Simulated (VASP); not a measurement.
# HfC (R-3m) in VASP: a series of runs

HfC is run at these levels: PBE; tasks: single point.

Everything below comes from runs of VASP 6.6.1. Logs are shortened: lines on timing, memory, paths and dates and some standing lists are left out, and cuts for length are marked.

### Step 1. The cell of the first run

Symmetry: R-3m, No. 166, trigonal system. Conventional cell: a = 2.755 Å, b = 2.755 Å, c = 11.472 Å, α = 90.00°, β = 90.00°, γ = 120.00°. Within 3.3 Å of Hf (site symmetry -3m) lie 6 C at 2.49 Å and 6 Hf at 2.76 Å. Within 3.3 Å of C (site symmetry -3m) lie 6 Hf at 2.49 Å and 6 C at 2.76 Å.

### Step 2. Single point, PBE

The input, INCAR:

```
ALGO = Normal
EDIFF = 1E-6
ENCUT = 520
GGA = PE
ISIF = 2
ISMEAR = 0
LASPH = True
LCHARG = False
LREAL = False
LWAVE = False
NBANDS = 14
NELM = 60
PREC = Accurate
SIGMA = 0.15
```

The input, KPOINTS:

```
k-points
0
Gamma
  20 20 20
```

The input, POSCAR:

```
HfC
1.0
    0.9091037120      2.8571830949      2.8571830949
    2.8571830949      0.9091037120      2.8571830949
    2.8571830949      2.8571830949      0.9091037120
Hf C
1 1
Direct
    0.5000000000      0.5000000000      0.5000000000
    0.0000000000      0.0000000000      0.0000000000
```

Potentials or basis: VASP PAW PBE potentials, release 64 (Hf_pv, C).

Launch:

```bash
cat potpaw_PBE.64/Hf_pv/POTCAR potpaw_PBE.64/C/POTCAR > POTCAR
mpirun -np 1 vasp_std > vasp.out
```

OUTCAR:

```text
EDIFF = 1E-6
   ENCUT = 520
   GGA = PE
   ISIF = 2
   ISMEAR = 0
   LASPH = True
   LREAL = False
   NELM = 60
   PREC = Accurate

 ion  position               nearest neighbor table
   1  0.500  0.500  0.500-   2 2.49   2 2.49   2 2.49   2 2.49   2 2.49   2 2.49
   2  0.000  0.000  0.000-   1 2.49   1 2.49   1 2.49   1 2.49   1 2.49   1 2.49

  LATTYP: Found a trigonal (rhomboedric) cell.
 ALAT       =     4.1416735790
 COS(alpha) =     0.7787610619

  Lattice vectors:

 A1 = (   0.9091037120,   2.8571830949,   2.8571830949)
 A2 = (   2.8571830949,   0.9091037120,   2.8571830949)
 A3 = (   2.8571830949,   2.8571830949,   0.9091037120)

Analysis of symmetry for initial positions (statically):
=====================================================================
 Subroutine PRICEL returns:
 Original cell was already a primitive cell.

 Routine SETGRP: Setting up the symmetry group for a
 trigonal (rhombohedral) supercell.

 Subroutine GETGRP returns: Found 12 space group operations
 (whereof 12 operations were pure point group operations)
 out of a pool of 12 trial point group operations.

The static configuration has the point symmetry D_3d.

Analysis of symmetry for dynamics (positions and initial velocities):
=====================================================================
 Subroutine PRICEL returns:
 Original cell was already a primitive cell.

 Routine SETGRP: Setting up the symmetry group for a
 trigonal (rhombohedral) supercell.

 Subroutine GETGRP returns: Found 12 space group operations
 (whereof 12 operations were pure point group operations)
 out of a pool of 12 trial point group operations.

The dynamic configuration has the point symmetry D_3d.

 Subroutine INISYM returns: Found 12 space group operations
 (whereof 12 operations are pure point group operations),
 and found     1 'primitive' translations

----------------------------------------------------------------------------------------

                                     Primitive cell

  volume of cell :      25.1362

  direct lattice vectors                    reciprocal lattice vectors
     0.909103712  2.857183095  2.857183095    -0.291891314  0.221434790  0.221434790
     2.857183095  0.909103712  2.857183095     0.221434790 -0.291891314  0.221434790
     2.857183095  2.857183095  0.909103712     0.221434790  0.221434790 -0.291891314

  length of vectors
     4.141673579  4.141673579  4.141673579     0.428097269  0.428097269  0.428097269

  position of ions in fractional coordinates (direct lattice)
     0.500000000  0.500000000  0.500000000
     0.000000000  0.000000000  0.000000000

  ion indices of the primitive-cell ions
[... 82 lines left out ...]
   ISYM   =      2    0-nonsym 1-usesym 2-fastsym
   POTIM  = 0.5000    time-step for ionic-motion
   TEBEG  =    0.0;   TEEND  =   0.0 temperature during run
   PSTRESS=    0.0 pullay stress
   NELECT =      14.0000    total number of electrons
   NUPDOWN=      -1.0000    fix difference up-down
   EMIN   =  10.00;   EMAX   =-10.00  energy-range for DOS
   EFERMI =   0.00;   METHOD = LEGACY
   ISMEAR =     0;   SIGMA  =   0.15  broadening in eV -4-tet -1-fermi 0-gaus
   EFERMI_NEDOS =   21; number of points for ismear=-14 and -15
   IALGO  =     38    algorithm
   IMIX   =      4    mixing-type and parameters
     AMIX     =   0.40;   BMIX     =  1.00
     AMIX_MAG =   1.60;   BMIX_MAG =  1.00
  volume/ion in A,a.u.               =      12.57        84.81
  Fermi-wavevector in a.u.,A,eV,Ry     =   1.346949  2.545365 24.684672  1.814272
  Thomas-Fermi vector in A             =   2.474740
   LORBIT       =      0    0 simple, 1 ext, 2 COOP (PROOUT), +10 PAW based schemes
   GGA     = PE    functional components
   LHFCALC =     F    Hartree Fock is set to
   AEXX    =    0.0000 exact exchange contribution
   IVDW    =     0    specifies the selected vdW correction
   LEPSILON=     F    determine dielectric tensor
   LRPA    =     F    only Hartree local field effects (RPA)
 non-spin polarized calculation
 Gauss-broadening in eV      SIGMA  =   0.15
  energy-cutoff  :      520.00
  volume of cell :       25.14
 maximum number of plane-waves:       690
   NGX = 15   NGY = 15   NGZ = 15

 number of electron      13.9999999 magnetization

 Free energy of the ion-electron system (eV)
  ---------------------------------------------------
  ext. energy  EPLUGINS =         0.00000000
  ---------------------------------------------------
  free energy    TOTEN  =       -16.89153384 eV

  energy without entropy =      -16.87593120  energy(sigma->0) =      -16.88373252

 E-fermi :   6.4338     XC(G=0): -12.3587

 val. band max:        6.4335462345   @ k =   0.4500   0.3000   0.2000
 cond. band min:       6.4348990040   @ k =   0.5000   0.5000   0.2500
 fundamental gap:      0.0013527695
 Fermi energy:         6.4337584828

 k-point     1 :       0.0000    0.0000    0.0000
  band No.  band energies     occupation
      1     -23.9366      2.00000
      2     -22.9427      2.00000
      3     -22.9427      2.00000
      4      -6.5551      2.00000
      5       2.4837      2.00000
      6       4.2453      2.00000
      7       8.0863      0.00000
      8       8.0863      0.00000
      9       9.1963      0.00000
     10       9.1963      0.00000
     11      12.3833      0.00000
     12      12.3833      0.00000
     13      14.6393      0.00000
     14      18.6153      0.00000
[... 377 lines left out ...]
      1     -24.8133      2.00000
      2     -23.6124      2.00000
      3     -23.3987      2.00000
      4      -3.3756      2.00000
      5       1.5470      2.00000
      6       1.9557      2.00000
      7       5.1631      2.00000
      8       6.4244      1.07030
      9      10.3014      0.00000
     10      13.8965      0.00000
     11      14.1912      0.00000
     12      14.5267      0.00000
     13      16.0349      0.00000
     14      18.1218      0.00000

 [... further k-points ...]
[... 5 lines left out ...]
  --------------------------------------------------------------------------------------
  -------------------------------------------------------------------------------------
  Total        1.3087019      1.3087019      1.3087019     -4.2477227     -4.2477227     -4.2477227
  in kB       83.4165899     83.4165899     83.4165899   -270.7496273   -270.7496273   -270.7496273
  external PRESSURE =      83.4165899 kB  Pullay stress =       0.0000000 kB

 VOLUME and BASIS-vectors are now :
 -----------------------------------------------------------------------------
  energy-cutoff  :      520.00
  volume of cell :       25.14
      direct lattice vectors                 reciprocal lattice vectors
     0.909103712  2.857183095  2.857183095    -0.291891314  0.221434790  0.221434790
     2.857183095  0.909103712  2.857183095     0.221434790 -0.291891314  0.221434790
     2.857183095  2.857183095  0.909103712     0.221434790  0.221434790 -0.291891314

 POSITION                                       TOTAL-FORCE (eV/Angst)
 -----------------------------------------------------------------------------------
      3.31173      3.31173      3.31173         0.000000      0.000000      0.000000
      0.00000      0.00000      0.00000        -0.000000      0.000000     -0.000000
 -----------------------------------------------------------------------------------
    total drift:                                0.000000     -0.000000      0.000000

  FREE ENERGIE OF THE ION-ELECTRON SYSTEM (eV)
  ---------------------------------------------------
  free  energy   TOTEN  =       -16.8915338405 eV

  energy  without entropy=      -16.8759311955  energy(sigma->0) =      -16.88373252
```

OSZICAR:

```text
N       E                     dE             d eps       ncg     rms          rms(c)
DAV:   1     0.264823564099E+02    0.26482E+02   -0.77797E+03 21932   0.984E+02
DAV:   2    -0.166832274593E+02   -0.43166E+02   -0.40552E+02 27982   0.198E+02
DAV:   3    -0.179904286880E+02   -0.13072E+01   -0.12979E+01 26152   0.249E+01
DAV:   4    -0.179971204431E+02   -0.66918E-02   -0.66900E-02 26928   0.215E+00
DAV:   5    -0.179971756004E+02   -0.55157E-04   -0.55156E-04 26356   0.170E-01    0.460E+01
DAV:   6    -0.173253689564E+02    0.67181E+00   -0.80904E+00 27094   0.122E+01    0.419E+01
DAV:   7    -0.169370007206E+02    0.38837E+00   -0.15229E+00 24868   0.589E+00    0.227E+01
DAV:   8    -0.168961341949E+02    0.40867E-01   -0.11317E-01 29314   0.267E+00    0.238E+00
DAV:   9    -0.168918828339E+02    0.42514E-02   -0.24427E-02 26860   0.821E-01    0.837E-01
DAV:  10    -0.168915485844E+02    0.33425E-03   -0.16257E-03 27322   0.301E-01    0.110E-01
DAV:  11    -0.168915363003E+02    0.12284E-04   -0.70614E-05 26848   0.690E-02    0.366E-02
DAV:  12    -0.168915337380E+02    0.25623E-05   -0.84218E-06 28450   0.229E-02    0.122E-02
DAV:  13    -0.168915338405E+02   -0.10256E-06   -0.51566E-07 17570   0.581E-03
   1 F= -.16891534E+02 E0= -.16883733E+02  d E =-.156026E-01
```

Run time: 2.8 min. Hardware: 1 thread of Intel Xeon Platinum 8488C (Sapphire Rapids), shared host; peak memory 0.41 GiB.

Results:

| Quantity | Value |
| --- | --- |
| Free energy | -16.8915 eV |
| Pressure | 8.3 GPa |
| Band gap on the k mesh | zero (band 7 reaches 8.09 eV, above the bottom of band 8 at 5.55 eV) |

Levels at points of the mesh, in eV from the Fermi level:
| k point | band 4 | band 5 | band 6 | band 7 | band 8 | band 9 | band 10 | band 11 |
| --- | --- | --- | --- | --- | --- | --- | --- | --- |
| (0.00, 0.00, 0.00) | -12.99 | -3.95 | -2.19 | 1.65 | 1.65 | 2.76 | 2.76 | 5.95 |
| (0.50, 0.00, 0.00) | -8.57 | -6.14 | -5.29 | -1.40 | -0.31 | 6.35 | 8.03 | 8.04 |
| (0.50, 0.50, 0.00) | -10.00 | -3.88 | -3.49 | -1.17 | 1.30 | 1.91 | 4.55 | 5.32 |
| (0.50, 0.50, 0.50) | -11.19 | -7.37 | -0.60 | 0.46 | 0.46 | 3.74 | 3.74 | 7.70 |

Caveat: spin-orbit coupling is left out, which moves the levels of the heavy elements.

### Step 3. Single point, PBE

This run uses another cell than the first one, of the same volume but with other edges.

The input, INCAR:

```
  ALGO = Normal
  EDIFF = 1E-6
  ENCUT = 520
  GGA = PE
  ISIF = 2
  ISMEAR = 0
  LASPH = True
  LCHARG = True
  LELF = True
  LREAL = False
  LVHAR = True
  LWAVE = False
  NBANDS = 14
  NELM = 100
  PREC = Accurate
  SIGMA = 0.15
```

KPOINTS is that of step 2.

The input, POSCAR:

```
HfC
1.0
   -0.1111566429      2.2707714195      2.2707714195
    2.2707714195     -0.1111566429      2.2707714195
    2.2707714195      2.2707714195     -0.1111566429
Hf C
1 1
Direct
    0.5000000000      0.5000000000      0.5000000000
    0.0000000000      0.0000000000      0.0000000000
```

Potentials or basis: VASP PAW PBE potentials, release 64 (Hf_pv, C).

Launch:

```bash
cat potpaw_PBE.64/Hf_pv/POTCAR potpaw_PBE.64/C/POTCAR > POTCAR
mpirun -np 1 vasp_std > vasp.out
```

OUTCAR:

```text
EDIFF = 1E-6
   ENCUT = 520
   GGA = PE
   ISIF = 2
   ISMEAR = 0
   LASPH = True
   LREAL = False
   NELM = 100
   PREC = Accurate

 ion  position               nearest neighbor table
   1  0.500  0.500  0.500-   2 2.33   2 2.33   2 2.33   2 2.33   2 2.33   2 2.33
   2  0.000  0.000  0.000-   1 2.33   1 2.33   1 2.33   1 2.33   1 2.33   1 2.33

  LATTYP: Found a trigonal (rhomboedric) cell.
 ALAT       =     3.2132789295
 COS(alpha) =     0.4505091948

  Lattice vectors:

 A1 = (  -0.1111566429,   2.2707714195,   2.2707714195)
 A2 = (   2.2707714195,  -0.1111566429,   2.2707714195)
 A3 = (   2.2707714195,   2.2707714195,  -0.1111566429)

Analysis of symmetry for initial positions (statically):
=====================================================================
 Subroutine PRICEL returns:
 Original cell was already a primitive cell.

 Routine SETGRP: Setting up the symmetry group for a
 trigonal (rhombohedral) supercell.

 Subroutine GETGRP returns: Found 12 space group operations
 (whereof 12 operations were pure point group operations)
 out of a pool of 12 trial point group operations.

The static configuration has the point symmetry D_3d.

Analysis of symmetry for dynamics (positions and initial velocities):
[... 167 lines left out ...]
  band No.  band energies     occupation
      1     -23.6355      2.00000
      2     -23.6355      2.00000
      3     -23.5883      2.00000
      4      -6.3562      2.00000
      5       6.8192      0.00000
      6       6.8192      0.00000
      7       6.9557      0.00000
      8       6.9557      0.00000
      9       7.2613      0.00000
     10       7.9861      0.00000
     11       9.4215      0.00000
     12       9.4215      0.00000
     13      12.9072      0.00000
     14      17.0346      0.00000
[... 377 lines left out ...]
      1     -24.1766      2.00000
      2     -23.6841      2.00000
      3     -23.6556      2.00000
      4      -3.7003      2.00000
      5       1.0019      2.00000
      6       3.2169      2.00000
      7       3.7933      2.00000
      8       9.6986      0.00000
      9      10.3364      0.00000
     10      10.5567      0.00000
     11      14.6278      0.00000
     12      15.2322      0.00000
     13      16.1342      0.00000
     14      19.5786      0.00000

 [... further k-points ...]
[... 5 lines left out ...]
  --------------------------------------------------------------------------------------
  -------------------------------------------------------------------------------------
  Total       -0.0805198     -0.0805198     -0.0805198      1.1765502      1.1765502      1.1765502
  in kB       -5.1323284     -5.1323284     -5.1323284     74.9932503     74.9932503     74.9932503
  external PRESSURE =      -5.1323284 kB  Pullay stress =       0.0000000 kB

 VOLUME and BASIS-vectors are now :
 -----------------------------------------------------------------------------
  energy-cutoff  :      520.00
  volume of cell :       25.14
      direct lattice vectors                 reciprocal lattice vectors
    -0.111156643  2.270771419  2.270771419    -0.204647321  0.215180639  0.215180639
     2.270771419 -0.111156643  2.270771419     0.215180639 -0.204647321  0.215180639
     2.270771419  2.270771419 -0.111156643     0.215180639  0.215180639 -0.204647321

 POSITION                                       TOTAL-FORCE (eV/Angst)
 -----------------------------------------------------------------------------------
      2.21519      2.21519      2.21519         0.000000     -0.000000     -0.000000
      0.00000      0.00000      0.00000        -0.000000      0.000000      0.000000
 -----------------------------------------------------------------------------------
    total drift:                                0.000000     -0.000000      0.000000

  FREE ENERGIE OF THE ION-ELECTRON SYSTEM (eV)
  ---------------------------------------------------
  free  energy   TOTEN  =       -20.9588225107 eV

  energy  without entropy=      -20.9556611374  energy(sigma->0) =      -20.95724182
```

stdout:

```text
POSCAR found type information on POSCAR HfC
 POSCAR found :  2 types and       2 ions
 scaLAPACK will be used
 LDA part: xc-table for (Slater+PW92), standard interpolation
 POSCAR, INCAR and KPOINTS ok, starting setup
 FFT: planning ... GRIDC
 FFT: planning ... GRID_SOFT
 FFT: planning ... GRID
 WAVECAR not read
 entering main loop
```

Run time: 86 s. Hardware: 1 thread of Intel Xeon Platinum 8488C (Sapphire Rapids), shared host; peak memory 0.38 GiB.

What came out:

```yaml
Free_energy: -20.9588 eV
Pressure: -0.5 GPa
Band_gap_on_the_k_mesh: zero (band 7 reaches 6.96 eV, above the bottom of band 8 at 5.77 eV)
```

Caveat: spin-orbit coupling is left out, which moves the levels of the heavy elements.

### Step 4. Single point, PBE

This run uses another cell than the first one, of the same volume but with other edges.

The input, INCAR:

```
SYSTEM = HfC
PREC     = Accurate       ! precision mode
ENCUT    = 520            ! plane-wave cutoff, eV
EDIFF    = 1E-6           ! SCF threshold, eV
ISMEAR   = 0              ! smearing method
SIGMA    = 0.15           ! smearing width, eV
LREAL    = .FALSE.        ! projectors in reciprocal space
LASPH    = .TRUE.         ! aspherical terms in the spheres
NELM     = 80             ! most SCF steps
ALGO     = Normal         ! electronic algorithm
ISIF     = 2              ! what is computed and relaxed
LWAVE    = .FALSE.        ! write WAVECAR
LCHARG   = .TRUE.         ! write CHGCAR
GGA      = PE             ! functional
LELF     = .TRUE.         ! ELF
LVHAR    = .TRUE.       
NBANDS   = 14             ! bands
```

The input, KPOINTS:

```
regular mesh
0
G
  20 20 20
  0 0 0
```

The input, POSCAR:

```
HfC
1.0
    0.1208593998      2.3869731470      2.3869731470
    2.3869731470      0.1208593998      2.3869731470
    2.3869731470      2.3869731470      0.1208593998
Hf C
1 1
Direct
    0.5000000000      0.5000000000      0.5000000000
    0.0000000000      0.0000000000      0.0000000000
```

Launch:

```bash
cat potpaw_PBE.64/Hf_pv/POTCAR potpaw_PBE.64/C/POTCAR > POTCAR
mpirun -np 1 vasp_std > vasp.out
```

It took 3.1 min on 1 thread of Intel Xeon Platinum 8488C (Sapphire Rapids), shared host; peak memory 0.39 GiB.

It converged, with:

```yaml
Free_energy: -20.9352 eV
Pressure: -0.5 GPa
Band_gap_on_the_k_mesh: zero (band 7 reaches 7.16 eV, above the bottom of band 8 at 5.66 eV)
```

Stress tensor (GPa, compression positive):
```
-0.46 -9.49 -9.49
-9.49 -0.46 -9.49
-9.49 -9.49 -0.46
```

Levels at points of the mesh, in eV from the Fermi level:
```csv
k point,band 4,band 5,band 6,band 7,band 8,band 9,band 10,band 11
"(0.00, 0.00, 0.00)",-12.37,0.56,0.57,1.15,1.15,1.62,1.62,3.43
"(0.50, 0.00, 0.00)",-8.54,-6.14,-3.55,-2.76,4.30,5.90,6.37,6.39
"(0.50, 0.50, 0.00)",-10.45,-2.66,-1.85,-0.39,0.11,5.16,6.39,6.78
"(0.50, 0.50, 0.50)",-8.89,-6.34,-2.56,-2.56,4.89,4.89,5.34,6.96
```

Caveat: spin-orbit coupling is left out, which moves the levels of the heavy elements.

### Step 5. Overview

```csv
cell,gap on the mesh (eV),pressure (GPa)
"a = 4.142 Å, angles 38.9°, 2 atoms",none,8.3
"a = 3.213 Å, angles 63.2°, 2 atoms",none,-0.5
"a = 3.378 Å, angles 56.6°, 2 atoms",none,-0.5
```

Alike in all rows: task single point; level PBE; potentials or basis VASP PAW PBE potentials, release 64 (Hf_pv, C); no spin polarisation; k mesh 20 × 20 × 20; cutoff (eV) 520; smearing gaussian 0.15 eV.

Caveats: spin-orbit coupling is left out, which moves the levels of the heavy elements.

Absolute energies hang on the potentials; compare differences alone.
